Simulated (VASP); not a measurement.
## CdS5: single point with PBE

CdS5:

```
CELL_PARAMETERS angstrom
4.37164 -0.00057 -0.00007
-1.02904 4.30055 0.00016
-1.83560 -1.58493 8.76652
ATOMIC_POSITIONS crystal
Cd 0.03342 0.07883 0.99826
S 0.87454 0.57931 0.64707
S 0.45104 0.28619 0.49523
S 0.57193 0.98363 0.34201
S 0.61329 0.22158 0.15620
S 0.80979 0.49647 0.86124
```

- Program: VASP 6.6.1
- Task: single point
- Functional: PBE
- Potentials or basis: VASP PAW PBE potentials, release 64 (Cd, S)
- Cutoff: 520 eV
- k mesh: 8 × 6 × 4
- Occupations: gaussian, width 0.02 eV
- Spin: no spin polarisation
- Dipole correction: no
- Further INCAR settings: ALGO = Normal; EDIFF = 1e-06; NBANDS = 30

```json
{
 "Pressure": "-0.2 GPa",
 "Largest force": "0.128 eV/Å",
 "Band gap on the k mesh": "1.21 eV (least direct gap 1.47 eV)"
}
```

Forces on the atoms (eV/Å):
```
Cd   0.002 -0.009  0.000
S   -0.070 -0.079  0.028
S    0.107 -0.018 -0.021
S   -0.043  0.114  0.014
S   -0.006 -0.042  0.102
S    0.010  0.034 -0.123
```

Stress tensor (GPa, compression positive):
```
-0.07 -0.04  0.11
-0.04 -0.14  0.01
 0.11  0.01 -0.44
```

Levels at points of the mesh, in eV from the valence-band top:
| k point | band 19 | band 20 | band 21 | band 22 | band 23 | band 24 |
| --- | --- | --- | --- | --- | --- | --- |
| (0.00, 0.00, 0.00) | -1.01 | -0.48 | -0.25 | 1.21 | 2.36 | 2.40 |
| (0.50, 0.00, 0.00) | -1.00 | -0.94 | -0.36 | 1.83 | 2.70 | 3.13 |
| (0.00, 0.50, 0.00) | -1.12 | -0.72 | 0.00 | 2.03 | 2.77 | 3.19 |
| (0.50, 0.50, 0.00) | -1.34 | -1.01 | -0.13 | 2.19 | 2.87 | 3.56 |
| (0.00, 0.00, 0.50) | -1.38 | -0.67 | -0.34 | 1.97 | 2.24 | 2.65 |
| (0.50, 0.00, 0.50) | -1.35 | -0.49 | -0.08 | 2.53 | 2.68 | 2.77 |
| (0.00, 0.50, 0.50) | -1.15 | -0.69 | -0.06 | 2.26 | 2.55 | 3.23 |
| (0.50, 0.50, 0.50) | -1.52 | -0.92 | -0.04 | 2.19 | 2.69 | 3.35 |

Run time: 9.6 min on 1 thread of Oxide Virtual Turin-like Processor, with other jobs on the host, peak memory 0.52 GiB.

A k mesh can miss the band edges.
